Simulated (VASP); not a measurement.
# SiO2 (P4_12_12) in VASP: further runs

Runs on SiO2. Level: PBE. Tasks: relaxation of shape and atoms at fixed volume, relaxation of cell and atoms.

Program: VASP 6.6.1. These are calculated values, not measurements. Logs are shortened: lines on timing, memory, paths and dates and some standing lists are left out, and cuts for length are marked.

## (1) The cell of the first run

Symmetry: P4_12_12, No. 92, tetragonal system. Conventional cell: a = 4.984 Å, b = 4.984 Å, c = 6.944 Å, α = 90.00°, β = 90.00°, γ = 90.00°. Within 2.1 Å of Si (site symmetry 2) lie 4 O at 1.61 Å. O (site symmetry 1) has 2 Si at 1.61 Å within 2.1 Å.

## (2) Relaxation of shape and atoms at fixed volume, PBE (14.38 Å³/atom)

The input, INCAR:

```
SYSTEM = SiO2
ALGO = Normal
EDIFF = 1E-6
EDIFFG = -0.01
ENCUT = 600
GGA = PE
IBRION = 2
ISIF = 4
ISMEAR = 0
LASPH = .TRUE.
LCHARG = .FALSE.
LREAL = .FALSE.
LUSENCCL = .FALSE.
LWAVE = .FALSE.
NELM = 60
NSW = 50
PREC = Accurate
SIGMA = 0.02
```

The input, KPOINTS:

```
k-points
0
G
  6 6 4
  0 0 0
```

The input, POSCAR:

```
SiO2
1.0
    4.9842885635      0.0000000000      0.0000000000
    0.0000000000      4.9842885635      0.0000000000
    0.0000000000      0.0000000000      6.9437372617
Si O
4 8
Direct
    0.2989360209      0.2989360209      0.0000000000
    0.2010639791      0.7989360209      0.2500000000
    0.7010639791      0.7010639791      0.5000000000
    0.7989360209      0.2010639791      0.7500000000
    0.2392507570      0.1038818631      0.1794626772
    0.3961181369      0.7392507570      0.4294626772
    0.7607492430      0.8961181369      0.6794626772
    0.6038818631      0.2607492430      0.9294626772
    0.7392507570      0.3961181369      0.5705373228
    0.8961181369      0.7607492430      0.3205373228
    0.2607492430      0.6038818631      0.0705373228
    0.1038818631      0.2392507570      0.8205373228
```

Potentials or basis: VASP PAW PBE potentials, release 64 (Si, O).

Started as:

```sh
$ cat potpaw_PBE.64/Si/POTCAR potpaw_PBE.64/O/POTCAR > POTCAR
$ mpirun -np 1 vasp_std > vasp.out
```

OUTCAR:

```text
SYSTEM = SiO2
   EDIFF = 1E-6
   EDIFFG = -0.01
   ENCUT = 600
   GGA = PE
   IBRION = 2
   ISIF = 4
   ISMEAR = 0
   LASPH = .TRUE.
   LREAL = .FALSE.
   NELM = 60
   NSW = 50
   PREC = Accurate

 ion  position               nearest neighbor table
   1  0.299  0.299  0.000-   8 1.61  11 1.61   5 1.61  12 1.61   2 3.08   4 3.08   2 3.08   4 3.08

   2  0.201  0.799  0.250-   5 1.61  10 1.61   6 1.61  11 1.61   1 3.08   3 3.08   1 3.08   3 3.08

   3  0.701  0.701  0.500-   6 1.61   9 1.61   7 1.61  10 1.61   2 3.08   4 3.08   4 3.08   2 3.08

   4  0.799  0.201  0.750-   7 1.61  12 1.61   9 1.61   8 1.61   1 3.08   3 3.08   3 3.08   1 3.08

   5  0.239  0.104  0.179-   2 1.61   1 1.61
   6  0.396  0.739  0.429-   3 1.61   2 1.61
   7  0.761  0.896  0.679-   4 1.61   3 1.61
   8  0.604  0.261  0.929-   1 1.61   4 1.61
   9  0.739  0.396  0.571-   3 1.61   4 1.61
  10  0.896  0.761  0.321-   2 1.61   3 1.61
  11  0.261  0.604  0.071-   1 1.61   2 1.61
  12  0.104  0.239  0.821-   4 1.61   1 1.61

  LATTYP: Found a simple tetragonal cell.
 ALAT       =     4.9842885635
 C/A-ratio  =     1.3931250515

  Lattice vectors:

 A1 = (   4.9842885635,   0.0000000000,   0.0000000000)
 A2 = (   0.0000000000,   4.9842885635,   0.0000000000)
 A3 = (   0.0000000000,   0.0000000000,   6.9437372617)

Analysis of symmetry for initial positions (statically):
=====================================================================
 Subroutine PRICEL returns:
 Original cell was already a primitive cell.

 Routine SETGRP: Setting up the symmetry group for a
 simple tetragonal supercell.

 Subroutine GETGRP returns: Found  8 space group operations
 (whereof  2 operations were pure point group operations)
 out of a pool of 16 trial point group operations.

The static configuration has the point symmetry C_2 .
 The point group associated with its full space group is D_4 .

Analysis of symmetry for dynamics (positions and initial velocities):
=====================================================================
 Subroutine PRICEL returns:
 Original cell was already a primitive cell.

 Routine SETGRP: Setting up the symmetry group for a
 simple tetragonal supercell.

 Subroutine GETGRP returns: Found  8 space group operations
 (whereof  2 operations were pure point group operations)
 out of a pool of 16 trial point group operations.

The dynamic configuration has the point symmetry C_2 .
 The point group associated with its full space group is D_4 .

 Subroutine INISYM returns: Found  8 space group operations
 (whereof  2 operations are pure point group operations),
 and found     1 'primitive' translations

----------------------------------------------------------------------------------------

                                     Primitive cell

  volume of cell :     172.5042

  direct lattice vectors                    reciprocal lattice vectors
     4.984288563  0.000000000  0.000000000     0.200630438  0.000000000  0.000000000
     0.000000000  4.984288563  0.000000000     0.000000000  0.200630438  0.000000000
     0.000000000  0.000000000  6.943737262     0.000000000  0.000000000  0.144014666

  length of vectors
     4.984288563  4.984288563  6.943737262     0.200630438  0.200630438  0.144014666

  position of ions in fractional coordinates (direct lattice)
     0.298936021  0.298936021  0.000000000
     0.201063979  0.798936021  0.250000000
     0.701063979  0.701063979  0.500000000
     0.798936021  0.201063979  0.750000000
     0.239250757  0.103881863  0.179462677
     0.396118137  0.739250757  0.429462677
     0.760749243  0.896118137  0.679462677
     0.603881863  0.260749243  0.929462677
     0.739250757  0.396118137  0.570537323
     0.896118137  0.760749243  0.320537323
     0.260749243  0.603881863  0.070537323
     0.103881863  0.239250757  0.820537323

  ion indices of the primitive-cell ions
   primitive index   ion index
                 1           1
                 2           2
                 3           3
                 4           4
                 5           5
                 6           6
                 7           7
                 8           8
                 9           9
                10          10
[... 21 lines left out ...]
  Shift w.r.t. Gamma in fractional coordinates (k-lattice)
     0.000000000  0.000000000  0.000000000

 Subroutine IBZKPT returns following result:
 ===========================================

 Found     30 irreducible k-points:

 Following reciprocal coordinates:
            Coordinates               Weight
  0.000000  0.000000  0.000000      1.000000
  0.166667  0.000000  0.000000      4.000000
  0.333333  0.000000  0.000000      4.000000
  0.500000  0.000000  0.000000      2.000000
  0.166667  0.166667  0.000000      4.000000
  0.333333  0.166667  0.000000      8.000000
[... 16 lines left out ...]
  0.333333  0.000000  0.500000      4.000000
  0.500000  0.000000  0.500000      2.000000
 [... further k-points ...]
   k-points           NKPTS =     30   k-points in BZ     NKDIM =     30   number of bands    NBANDS=     39
   number of dos      NEDOS =    301   number of ions     NIONS =     12
   total plane-waves  NPLWV =  89600
   dimension x,y,z NGX =    40 NGY =   40 NGZ =   56
   dimension x,y,z NGXF=    80 NGYF=   80 NGZF=  112
   ions per type =               4   8
   NGX,Y,Z   is equivalent  to a cutoff of  13.34, 13.34, 13.41 a.u.
   NGXF,Y,Z  is equivalent  to a cutoff of  26.68, 26.68, 26.81 a.u.
 SYSTEM =  SiO2
   PREC   = accura    normal or accurate (medium, high low for compatibility)
   ISTART =      0    job   : 0-new  1-cont  2-samecut
   ICHARG =      2    charge: 1-file 2-atom 10-const
   ISPIN  =      1    spin polarized calculation?
   LNONCOLLINEAR =      F non collinear calculations
   LSORBIT =      F    spin-orbit coupling
   LASPH  =      T    aspherical Exc in radial PAW
   ENCUT  =  600.0 eV  44.10 Ry    6.64 a.u.   9.95  9.95 13.87*2*pi/ulx,y,z
   NELM   =     60;   NELMIN=  2; NELMDL= -5     # of ELM steps
   EDIFF  = 0.1E-05   stopping-criterion for ELM
   LREAL  =      F    real-space projection
   EDIFFG = -.1E-01   stopping-criterion for IOM
   NSW    =     50    number of steps for IOM
   IBRION =      2    ionic relax: 0-MD 1-quasi-New 2-CG
   NFREE  =      1    steps in history (QN), initial steepest desc. (CG)
   ISIF   =      4    stress and relaxation
   ISYM   =      2    0-nonsym 1-usesym 2-fastsym
   POTIM  = 0.5000    time-step for ionic-motion
   TEBEG  =    0.0;   TEEND  =   0.0 temperature during run
   PSTRESS=    0.0 pullay stress
   NELECT =      64.0000    total number of electrons
   NUPDOWN=      -1.0000    fix difference up-down
   EMIN   =  10.00;   EMAX   =-10.00  energy-range for DOS
   EFERMI =   0.00;   METHOD = LEGACY
   ISMEAR =     0;   SIGMA  =   0.02  broadening in eV -4-tet -1-fermi 0-gaus
   EFERMI_NEDOS =   21; number of points for ismear=-14 and -15
   IALGO  =     38    algorithm
   IMIX   =      4    mixing-type and parameters
     AMIX     =   0.40;   BMIX     =  1.00
     AMIX_MAG =   1.60;   BMIX_MAG =  1.00
  volume/ion in A,a.u.               =      14.38        97.01
  Fermi-wavevector in a.u.,A,eV,Ry     =   1.176346  2.222971 18.827593  1.383789
  Thomas-Fermi vector in A             =   2.312711
   LORBIT       =      0    0 simple, 1 ext, 2 COOP (PROOUT), +10 PAW based schemes
   GGA     = PE    functional components
   LHFCALC =     F    Hartree Fock is set to
   AEXX    =    0.0000 exact exchange contribution
   IVDW    =     0    specifies the selected vdW correction
   LEPSILON=     F    determine dielectric tensor
   LRPA    =     F    only Hartree local field effects (RPA)
 conjugate gradient relaxation of ions
 non-spin polarized calculation
 Gauss-broadening in eV      SIGMA  =   0.02
  energy-cutoff  :      600.00
  volume of cell :      172.50
 maximum number of plane-waves:      5780
 NGX is ok and might be reduce to    40
   NGX = 19   NGY = 19   NGZ = 27

--------------------------------------- Ionic step        1  -------------------------------------------

 number of electron      63.9999983 magnetization

 Free energy of the ion-electron system (eV)
  ---------------------------------------------------
  ext. energy  EPLUGINS =         0.00000000
  ---------------------------------------------------
  free energy    TOTEN  =       -94.84850783 eV

  energy without entropy =      -94.84850783  energy(sigma->0) =      -94.84850783

------------------------ aborting loop because EDIFF is reached ----------------------------------------

  FORCE on cell =-STRESS in cart. coord.  units (eV):
  Direction    XX          YY          ZZ          XY          YZ          ZX
  --------------------------------------------------------------------------------------
  -------------------------------------------------------------------------------------
  Total        6.3115079      6.3115079      6.1643925      0.0000000      0.0000000      0.0000000
  in kB       58.6197653     58.6197653     57.2533928      0.0000000      0.0000000      0.0000000
  external PRESSURE =      58.1643078 kB  Pullay stress =       0.0000000 kB
[... 119 lines left out ...]
  FREE ENERGIE OF THE ION-ELECTRON SYSTEM (eV)
  ---------------------------------------------------
  free  energy   TOTEN  =       -94.9115981886 eV

  energy  without entropy=      -94.9115981886  energy(sigma->0) =      -94.91159819

[... ionic steps 4 to 18 ...]

--------------------------------------- Ionic step       19  -------------------------------------------

 number of electron      63.9999998 magnetization

------------------------ aborting loop because EDIFF is reached ----------------------------------------
[... 87 lines left out ...]
--------------------------------------- Ionic step       21  -------------------------------------------

 number of electron      63.9999998 magnetization

 Free energy of the ion-electron system (eV)
  ---------------------------------------------------
  ext. energy  EPLUGINS =         0.00000000
  ---------------------------------------------------
  free energy    TOTEN  =       -94.93087067 eV

  energy without entropy =      -94.93087067  energy(sigma->0) =      -94.93087067

 E-fermi :   0.2228     XC(G=0):  -8.4486

 val. band max:        0.1057342877   @ k =   0.0000   0.0000   0.0000
 cond. band min:       5.7098303987   @ k =   0.0000   0.0000   0.0000
 fundamental gap:      5.6040961110
 Fermi energy:         0.2228413415

 k-point     1 :       0.0000    0.0000    0.0000
  band No.  band energies     occupation
      1     -19.2484      2.00000
      2     -18.3606      2.00000
      3     -18.3606      2.00000
      4     -17.2321      2.00000
      5     -17.1859      2.00000
      6     -17.1789      2.00000
[... 997 lines left out ...]
     38       9.4800      0.00000
     39      10.1181      0.00000

 [... further k-points ...]

------------------------ aborting loop because EDIFF is reached ----------------------------------------

  FORCE on cell =-STRESS in cart. coord.  units (eV):
  Direction    XX          YY          ZZ          XY          YZ          ZX
  --------------------------------------------------------------------------------------
  -------------------------------------------------------------------------------------
  Total        0.9478025      0.9478025      0.9625663      0.0000000      0.0000000     -0.0000000
  in kB        8.8029613      8.8029613      8.9400842      0.0000000      0.0000000     -0.0000000
  external PRESSURE =       8.8486689 kB  Pullay stress =       0.0000000 kB
[... 27 lines left out ...]
  FREE ENERGIE OF THE ION-ELECTRON SYSTEM (eV)
  ---------------------------------------------------
  free  energy   TOTEN  =       -94.9308706684 eV

  energy  without entropy=      -94.9308706684  energy(sigma->0) =      -94.93087067

 reached required accuracy - stopping structural energy minimisation
```

Run time: 4.5 min. Hardware: 1 × NVIDIA H100 80GB with 1 thread of AMD EPYC 7R13 (Zen 3), shared host; peak memory 1.4 GiB.

Results:

| Property | Result |
| --- | --- |
| Free energy | -94.9309 eV |
| Energy gained by relaxing | 6.9 meV/atom |
| Ionic steps | 21 |
| Pressure after relaxing | 0.9 GPa |
| Largest force after relaxing | 0.008 eV/Å |
| Band gap on the k mesh | 5.60 eV |

Forces on the atoms (eV/Å):
```
Si  -0.005 -0.005  0.000
Si   0.005 -0.005  0.000
Si   0.005  0.005  0.000
Si  -0.005  0.005  0.000
O    0.008  0.000  0.002
O    0.000  0.008  0.002
O   -0.008  0.000  0.002
O    0.000 -0.008  0.002
O    0.008  0.000 -0.002
O    0.000 -0.008 -0.002
O   -0.008  0.000 -0.002
O    0.000  0.008 -0.002
```

Step by step:
```
step  energy change (eV)  largest force (eV/Å)  pressure (GPa)  volume (Å³)
   1              0.0000                0.3182            5.82       172.50
   2             -0.0336                0.2205            4.57       172.50
   3             -0.0631                0.1550            1.76       172.50
   4             -0.0709                0.4012            1.15       172.50
   5             -0.0717                0.3462            1.28       172.50
   6             -0.0781                0.1967            1.08       172.50
   7             -0.0813                0.0404            0.81       172.50
   8             -0.0814                0.0292            0.82       172.50
   9             -0.0817                0.0294            0.84       172.50
  10             -0.0818                0.0172            0.85       172.50
  11             -0.0820                0.0294            0.87       172.50
  12             -0.0820                0.0339            0.87       172.50
  13             -0.0821                0.0281            0.88       172.50
  14             -0.0822                0.0104            0.89       172.50
  15             -0.0823                0.0178            0.90       172.50
  16             -0.0823                0.0187            0.89       172.50
  17             -0.0823                0.0202            0.89       172.50
  18             -0.0823                0.0244            0.89       172.50
  19             -0.0823                0.0227            0.89       172.50
  20             -0.0823                0.0215            0.89       172.50
  21             -0.0824                0.0077            0.88       172.50
```

Final structure:
```
CELL_PARAMETERS angstrom
4.99374 0.00000 0.00000
0.00000 4.99374 0.00000
0.00000 0.00000 6.91749
ATOMIC_POSITIONS crystal
Si 0.30463 0.30463 0.00000
Si 0.19537 0.80463 0.25000
Si 0.69537 0.69537 0.50000
Si 0.80463 0.19537 0.75000
O 0.23689 0.11429 0.18435
O 0.38571 0.73689 0.43435
O 0.76311 0.88571 0.68435
O 0.61429 0.26311 0.93435
O 0.73689 0.38571 0.56565
O 0.88571 0.76311 0.31565
O 0.26311 0.61429 0.06565
O 0.11429 0.23689 0.81565
```

Levels at points of the mesh, in eV from the valence-band top:
```
           k point  band 29  band 30  band 31  band 32  band 33  band 34  band 35  band 36
(0.00, 0.00, 0.00)    -0.69    -0.34    -0.34     0.00     5.60     8.74     8.74     9.16
(0.50, 0.00, 0.00)    -0.64    -0.64    -0.50    -0.50     7.64     7.64     9.18     9.18
(0.50, 0.50, 0.00)    -0.57    -0.57    -0.52    -0.52     8.61     8.61     8.67     8.67
(0.00, 0.00, 0.50)    -0.55    -0.55    -0.38    -0.38     6.87     6.87     9.29     9.29
(0.50, 0.00, 0.50)    -0.90    -0.90    -0.19    -0.19     7.90     7.90     8.98     8.98
(0.50, 0.50, 0.50)    -0.58    -0.58    -0.58    -0.58     9.08     9.08     9.08     9.08
```

A k mesh can miss the band edges.

(Continued in part 2 of 2.)
